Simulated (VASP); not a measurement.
# Ti in VASP: single point with PBE

Aim: the single point of Ti with PBE.

All numbers are computed with VASP 6.6.1; they aren't measurements. Logs are shortened: lines on timing, memory, paths and dates and some standing lists are left out, and cuts for length are marked.

### 1 The cell of the first run

The cell holds a slab with vacuum, 6 atoms: a = 2.832 Å, b = 4.579 Å, c = 20.610 Å, α = 90.00°, β = 90.00°, γ = 90.00°.

### 2 Single point, PBE

INCAR reads:

```
SYSTEM = Ti
  ALGO = Normal
  DIPOL = 0.5 0.5 0.500
  EDIFF = 1E-6
  ENCUT = 520
  GGA = PE
  IDIPOL = 3
  ISIF = 2
  ISMEAR = 0
  LASPH = .TRUE.
  LCHARG = .FALSE.
  LDIPOL = .TRUE.
  LREAL = .FALSE.
  LWAVE = .FALSE.
  NBANDS = 45
  NELM = 60
  PREC = Accurate
  SIGMA = 0.1
```

KPOINTS reads:

```
k-points
0
G
  10 6 1
  0 0 0
```

POSCAR reads:

```
Ti
1.0
    2.8319727881      0.0000000000      0.0000000000
    0.0000000000      4.5793473381      0.0000000000
    0.0000000000      0.0000000000     20.6097185459
Ti
6
Direct
    0.5000000000      0.0000000000      0.3396455893
    0.0000000000      0.5000000000      0.4037873536
    0.5000000000      0.0000000000      0.4679291179
    0.5000000000      0.5000000000      0.5334947865
    0.0000000000      0.0000000000      0.5958015913
    0.5000000000      0.5000000000      0.6574904589
```

Potentials or basis: VASP PAW PBE potentials, release 64 (Ti_sv).

On the command line:

```bash
$ cat potpaw_PBE.64/Ti_sv/POTCAR > POTCAR
$ mpirun -np 1 vasp_std > vasp.out
```

OUTCAR:

```text
SYSTEM = Ti
   EDIFF = 1E-6
   ENCUT = 520
   GGA = PE
   ISIF = 2
   ISMEAR = 0
   LASPH = .TRUE.
   LREAL = .FALSE.
   NELM = 60
   PREC = Accurate

 ion  position               nearest neighbor table
   1  0.500  0.000  0.340-   3 2.64
   2  0.000  0.500  0.404-
   3  0.500  0.000  0.468-   1 2.64   4 2.66   4 2.66
   4  0.500  0.500  0.533-   6 2.56   3 2.66   3 2.66
   5  0.000  0.000  0.596-
   6  0.500  0.500  0.657-   4 2.56

  LATTYP: Found a simple orthorhombic cell.
 ALAT       =     2.8319727881
 B/A-ratio  =     1.6170167162
 C/A-ratio  =     7.2775129170

  Lattice vectors:

 A1 = (   2.8319727881,   0.0000000000,   0.0000000000)
 A2 = (   0.0000000000,   4.5793473381,   0.0000000000)
 A3 = (   0.0000000000,   0.0000000000,  20.6097185459)

Analysis of symmetry for initial positions (statically):
=====================================================================
 Subroutine PRICEL returns:
 Original cell was already a primitive cell.

 Routine SETGRP: Setting up the symmetry group for a
 simple orthorhombic supercell.

 Subroutine GETGRP returns: Found  4 space group operations
 (whereof  4 operations were pure point group operations)
 out of a pool of  8 trial point group operations.

The static configuration has the point symmetry C_2v.

Analysis of symmetry for dynamics (positions and initial velocities):
=====================================================================
 Subroutine PRICEL returns:
 Original cell was already a primitive cell.

 Routine SETGRP: Setting up the symmetry group for a
 simple orthorhombic supercell.

 Subroutine GETGRP returns: Found  4 space group operations
 (whereof  4 operations were pure point group operations)
 out of a pool of  8 trial point group operations.

The dynamic configuration has the point symmetry C_2v.

 Subroutine INISYM returns: Found  4 space group operations
 (whereof  4 operations are pure point group operations),
 and found     1 'primitive' translations

----------------------------------------------------------------------------------------

                                     Primitive cell

  volume of cell :     267.2789

  direct lattice vectors                    reciprocal lattice vectors
     2.831972788  0.000000000  0.000000000     0.353110738  0.000000000  0.000000000
     0.000000000  4.579347338  0.000000000     0.000000000  0.218371730  0.000000000
     0.000000000  0.000000000 20.609718546     0.000000000  0.000000000  0.048520798

  length of vectors
     2.831972788  4.579347338 20.609718546     0.353110738  0.218371730  0.048520798

  position of ions in fractional coordinates (direct lattice)
     0.500000000  0.000000000  0.339645589
     0.000000000  0.500000000  0.403787354
     0.500000000  0.000000000  0.467929118
     0.500000000  0.500000000  0.533494787
     0.000000000  0.000000000  0.595801591
     0.500000000  0.500000000  0.657490459

  ion indices of the primitive-cell ions
   primitive index   ion index
                 1           1
                 2           2
                 3           3
                 4           4
                 5           5
                 6           6

----------------------------------------------------------------------------------------

 KPOINTS: k-points

Automatic generation of k-mesh.
 Grid dimensions read from file:
 generate k-points for:   10    6    1

 Generating k-lattice:

  Cartesian coordinates                     Fractional coordinates (reciprocal lattice)
     0.035311074  0.000000000  0.000000000     0.100000000  0.000000000  0.000000000
     0.000000000  0.036395288  0.000000000     0.000000000  0.166666667  0.000000000
     0.000000000  0.000000000  0.048520798     0.000000000  0.000000000  1.000000000

  Length of vectors
     0.035311074  0.036395288  0.048520798

  Shift w.r.t. Gamma in fractional coordinates (k-lattice)
     0.000000000  0.000000000  0.000000000

 Subroutine IBZKPT returns following result:
 ===========================================

 Found     24 irreducible k-points:

 Following reciprocal coordinates:
            Coordinates               Weight
  0.000000  0.000000  0.000000      1.000000
  0.100000  0.000000  0.000000      2.000000
  0.200000  0.000000  0.000000      2.000000
  0.300000  0.000000  0.000000      2.000000
  0.400000  0.000000  0.000000      2.000000
  0.500000  0.000000  0.000000      1.000000
[... 16 lines left out ...]
  0.400000  0.500000  0.000000      2.000000
  0.500000  0.500000  0.000000      1.000000
   k-points           NKPTS =     24   k-points in BZ     NKDIM =     24   number of bands    NBANDS=     45
   number of dos      NEDOS =    301   number of ions     NIONS =      6
   total plane-waves  NPLWV = 138240
   dimension x,y,z NGX =    24 NGY =   36 NGZ =  160
   dimension x,y,z NGXF=    48 NGYF=   72 NGZF=  320
   ions per type =               6
   NGX,Y,Z   is equivalent  to a cutoff of  14.09, 13.07, 12.91 a.u.
   NGXF,Y,Z  is equivalent  to a cutoff of  28.18, 26.14, 25.81 a.u.
 SYSTEM =  Ti
   PREC   = accura    normal or accurate (medium, high low for compatibility)
   ISTART =      0    job   : 0-new  1-cont  2-samecut
   ICHARG =      2    charge: 1-file 2-atom 10-const
   ISPIN  =      1    spin polarized calculation?
   LNONCOLLINEAR =      F non collinear calculations
   LSORBIT =      F    spin-orbit coupling
   LASPH  =      T    aspherical Exc in radial PAW
   ENCUT  =  520.0 eV  38.22 Ry    6.18 a.u.   5.27  8.51 38.32*2*pi/ulx,y,z
   NELM   =     60;   NELMIN=  2; NELMDL= -5     # of ELM steps
   EDIFF  = 0.1E-05   stopping-criterion for ELM
   LREAL  =      F    real-space projection
   EDIFFG = 0.1E-04   stopping-criterion for IOM
   NSW    =      0    number of steps for IOM
   IBRION =     -1    ionic relax: 0-MD 1-quasi-New 2-CG
   NFREE  =      0    steps in history (QN), initial steepest desc. (CG)
   ISIF   =      2    stress and relaxation
   ISYM   =      2    0-nonsym 1-usesym 2-fastsym
   POTIM  = 0.5000    time-step for ionic-motion
   TEBEG  =    0.0;   TEEND  =   0.0 temperature during run
   PSTRESS=    0.0 pullay stress
   NELECT =      72.0000    total number of electrons
   NUPDOWN=      -1.0000    fix difference up-down
   EMIN   =  10.00;   EMAX   =-10.00  energy-range for DOS
   EFERMI =   0.00;   METHOD = LEGACY
   ISMEAR =     0;   SIGMA  =   0.10  broadening in eV -4-tet -1-fermi 0-gaus
   EFERMI_NEDOS =   21; number of points for ismear=-14 and -15
   IALGO  =     38    algorithm
   IMIX   =      4    mixing-type and parameters
     AMIX     =   0.40;   BMIX     =  1.00
     AMIX_MAG =   1.60;   BMIX_MAG =  1.00
  volume/ion in A,a.u.               =      44.55       300.61
  Fermi-wavevector in a.u.,A,eV,Ry     =   1.057298  1.998004 15.209669  1.117879
  Thomas-Fermi vector in A             =   2.192566
   LORBIT       =      0    0 simple, 1 ext, 2 COOP (PROOUT), +10 PAW based schemes
   GGA     = PE    functional components
   LHFCALC =     F    Hartree Fock is set to
   AEXX    =    0.0000 exact exchange contribution
   IVDW    =     0    specifies the selected vdW correction
   LEPSILON=     F    determine dielectric tensor
   LRPA    =     F    only Hartree local field effects (RPA)
 non-spin polarized calculation
 Gauss-broadening in eV      SIGMA  =   0.10
  energy-cutoff  :      520.00
  volume of cell :      267.28
 maximum number of plane-waves:      7254
 NGX is ok and might be reduce to    24
   NGX = 11   NGY = 17   NGZ = 77

 dipolmoment           0.000000      0.000000     -0.001231 electrons x Angstroem

 number of electron      72.0000004 magnetization

 dipolmoment           0.000000      0.000000      0.003765 electrons x Angstroem

 Free energy of the ion-electron system (eV)
  ---------------------------------------------------
  ext. energy  EPLUGINS =         0.00000000
  ---------------------------------------------------
  free energy    TOTEN  =       -43.44970997 eV

  energy without entropy =      -43.40158375  energy(sigma->0) =      -43.42564686

 E-fermi :   1.2380     XC(G=0):  -5.5390

 val. band max:        1.2324083425   @ k =   0.1000   0.3333   0.0000
 cond. band min:       1.2607856854   @ k =   0.3000   0.5000   0.0000
 fundamental gap:      0.0283773429
 Fermi energy:         1.2379697753

 k-point     1 :       0.0000    0.0000    0.0000
  band No.  band energies     occupation
      1     -55.7396      2.00000
      2     -55.6961      2.00000
      3     -55.6144      2.00000
      4     -55.5801      2.00000
      5     -55.3625      2.00000
      6     -55.2471      2.00000
[... 37 lines left out ...]
     44       2.4046      0.00000
     45       2.7823      0.00000

 k-point     2 :       0.1000    0.0000    0.0000
  band No.  band energies     occupation
      1     -55.7338      2.00000
      2     -55.6901      2.00000
      3     -55.6096      2.00000
      4     -55.5756      2.00000
      5     -55.3578      2.00000
      6     -55.2422      2.00000
[... 37 lines left out ...]
     44       2.3236      0.00000
     45       2.6271      0.00000

 k-point     3 :       0.2000    0.0000    0.0000
  band No.  band energies     occupation
      1     -55.7186      2.00000
      2     -55.6741      2.00000
      3     -55.5973      2.00000
      4     -55.5639      2.00000
      5     -55.3454      2.00000
      6     -55.2291      2.00000
[... 37 lines left out ...]
     44       2.3516      0.00000
     45       2.5368      0.00000

 k-point     4 :       0.3000    0.0000    0.0000
  band No.  band energies     occupation
      1     -55.6998      2.00000
      2     -55.6542      2.00000
      3     -55.5820      2.00000
      4     -55.5494      2.00000
      5     -55.3301      2.00000
      6     -55.2129      2.00000
[... 901 lines left out ...]
     44       1.9860      0.00000
     45       2.5996      0.00000

 k-point    23 :       0.4000    0.5000    0.0000
  band No.  band energies     occupation
      1     -55.6836      2.00000
      2     -55.6367      2.00000
      3     -55.5700      2.00000
      4     -55.5384      2.00000
      5     -55.2839      2.00000
      6     -55.2346      2.00000
[... 37 lines left out ...]
     44       2.3982      0.00000
     45       2.5646      0.00000

 k-point    24 :       0.5000    0.5000    0.0000
  band No.  band energies     occupation
      1     -55.6784      2.00000
      2     -55.6315      2.00000
      3     -55.5649      2.00000
      4     -55.5332      2.00000
      5     -55.2787      2.00000
      6     -55.2294      2.00000
[... 37 lines left out ...]
     44       2.3732      0.00000
     45       2.6033      0.00000

------------------------ aborting loop because EDIFF is reached ----------------------------------------

 vacuum level on the upper side and lower side of the slab       (xc-potential included)        -0.175        -0.226

  FORCE on cell =-STRESS in cart. coord.  units (eV):
  Direction    XX          YY          ZZ          XY          YZ          ZX
  --------------------------------------------------------------------------------------
  -------------------------------------------------------------------------------------
  Total       -3.0305288     -5.9208639     -1.1265947      0.0000000      0.0000000      0.0000000
  in kB      -18.1662075    -35.4920379     -6.7532614      0.0000000      0.0000000      0.0000000
  external PRESSURE =     -20.1371690 kB  Pullay stress =       0.0000000 kB

 VOLUME and BASIS-vectors are now :
 -----------------------------------------------------------------------------
  energy-cutoff  :      520.00
  volume of cell :      267.28
      direct lattice vectors                 reciprocal lattice vectors
     2.831972788  0.000000000  0.000000000     0.353110738  0.000000000  0.000000000
     0.000000000  4.579347338  0.000000000     0.000000000  0.218371730  0.000000000
     0.000000000  0.000000000 20.609718546     0.000000000  0.000000000  0.048520798

 POSITION                                       TOTAL-FORCE (eV/Angst)
 -----------------------------------------------------------------------------------
      1.41599      0.00000      7.00000         0.000000      0.000000      0.376875
      0.00000      2.28967      8.32194         0.000000      0.000000     -0.002391
      1.41599      0.00000      9.64389         0.000000      0.000000     -0.332648
      1.41599      2.28967     10.99518         0.000000      0.000000     -0.017943
      0.00000      0.00000     12.27930         0.000000      0.000000     -0.013056
      1.41599      2.28967     13.55069         0.000000      0.000000     -0.010837
 -----------------------------------------------------------------------------------
    total drift:                                0.000000     -0.000000     -0.000034

  FREE ENERGIE OF THE ION-ELECTRON SYSTEM (eV)
  ---------------------------------------------------
  free  energy   TOTEN  =       -43.4497099680 eV

  energy  without entropy=      -43.4015837539  energy(sigma->0) =      -43.42564686

 vacuum level on the upper side and lower side of the slab         4.485         4.432
```

Run time: 22 min. Hardware: 1 thread of Intel Xeon 8259CL, shared host; peak memory 0.46 GiB.

Results:

- Free energy: -43.4497 eV
- Largest force: 0.377 eV/Å
- Band gap on the k mesh: zero (bands 36 and 37 overlap by 0.12 eV)

Forces on the atoms (eV/Å):
```
Ti   0.000  0.000  0.377
Ti   0.000  0.000 -0.002
Ti   0.000  0.000 -0.333
Ti   0.000  0.000 -0.018
Ti   0.000  0.000 -0.013
Ti   0.000  0.000 -0.011
```

The gap in the log of VASP goes by the Fermi energy; the results here count the filled bands.